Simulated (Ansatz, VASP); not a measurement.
## One calculation of NbSi2, two programs

File INCAR:

```
SYSTEM = NbSi2
PREC = Accurate
ENCUT = 600
EDIFF = 1E-7
ISMEAR = 0
SIGMA = 0.1
LREAL = .False.
LASPH = .True.
NELM = 60
ALGO = Normal
ISIF = 3
LWAVE = .False.
LCHARG = .False.
GGA = CA
IBRION = 2
NSW = 70
EDIFFG = -0.005
```

File KPOINTS:

```
regular mesh
0
Gamma
  9 9 6
  0 0 0
```

POSCAR

```
NbSi2
1.0
    4.8123187358      0.0000000000      0.0000000000
   -2.4061593679      4.1675902763      0.0000000000
    0.0000000000      0.0000000000      6.6149590918
Nb Si
3 6
Direct
    0.5000000000      0.0000000000      0.5000000000
    0.5000000000      0.5000000000      0.8333333333
    0.0000000000      0.5000000000      0.1666666667
    0.1591986673      0.3183973345      0.5000000000
    0.8408013327      0.1591986673      0.8333333333
    0.6816026655      0.8408013327      0.1666666667
    0.8408013327      0.6816026655      0.5000000000
    0.1591986673      0.8408013327      0.8333333333
    0.3183973345      0.1591986673      0.1666666667
```

Input for Ansatz:

```yaml
crystal:
  lattice:
    - [4.8123187358, 0.0, 0.0]
    - [-2.4061593679, 4.1675902763, 0.0]
    - [0.0, 0.0, 6.6149590918]
  atoms:
    - { symbol: Nb, position: [0.5, 0.0, 0.5] }
    - { symbol: Nb, position: [0.5, 0.5, 0.8333333333] }
    - { symbol: Nb, position: [0.0, 0.5, 0.1666666667] }
    - { symbol: Si, position: [0.1591986673, 0.3183973345, 0.5] }
    - { symbol: Si, position: [0.8408013327, 0.1591986673, 0.8333333333] }
    - { symbol: Si, position: [0.6816026655, 0.8408013327, 0.1666666667] }
    - { symbol: Si, position: [0.8408013327, 0.6816026655, 0.5] }
    - { symbol: Si, position: [0.1591986673, 0.8408013327, 0.8333333333] }
    - { symbol: Si, position: [0.3183973345, 0.1591986673, 0.1666666667] }
basis:
  ecutwfc: 420
kpoints:
  mp_grid: { grid: [9, 9, 6] }
hamiltonian:
  xc: lda
scf:
  occupations: { method: gaussian, width: 0.1 }
output:
  forces: true
  stress: true
  eigenvalues: true
relax:
  adjacent_minimum: "off"
  f_tol: 0.005
  max_steps: 50
  cell: { stress_tol: 0.05 }
```

Alike in both runs: task relaxation of cell and atoms; functional LDA; k mesh 9 × 9 × 6; occupations gaussian, width 0.1 eV; no spin polarisation.

|  | VASP | Ansatz |
| --- | --- | --- |
| version | VASP 6.6.1 | Ansatz 0.2.0 |
| potentials or method | VASP PAW LDA potentials, release 64 (Nb_sv, Si), cutoff 600 eV | scalar-relativistic, plane waves, PAW |
| valence electrons in the cell | 63 | 63 |

|  | VASP | Ansatz | Ansatz less VASP |
| --- | --- | --- | --- |
| gap on the k mesh at the Fermi level, each at its own relaxed structure (eV) | none | none | - |
| relaxed volume (Å³/atom) | 14.16 | 14.16 | -0.003 |
| relaxed cell length with the largest relative difference (Å) | 4.744 | 4.744 | -0.0003 |

LDA's correlation is that of Perdew and Zunger in VASP and of Perdew and Wang (1992) in Ansatz. A gap of «none» marks a metal or a gap that the smearing closes.
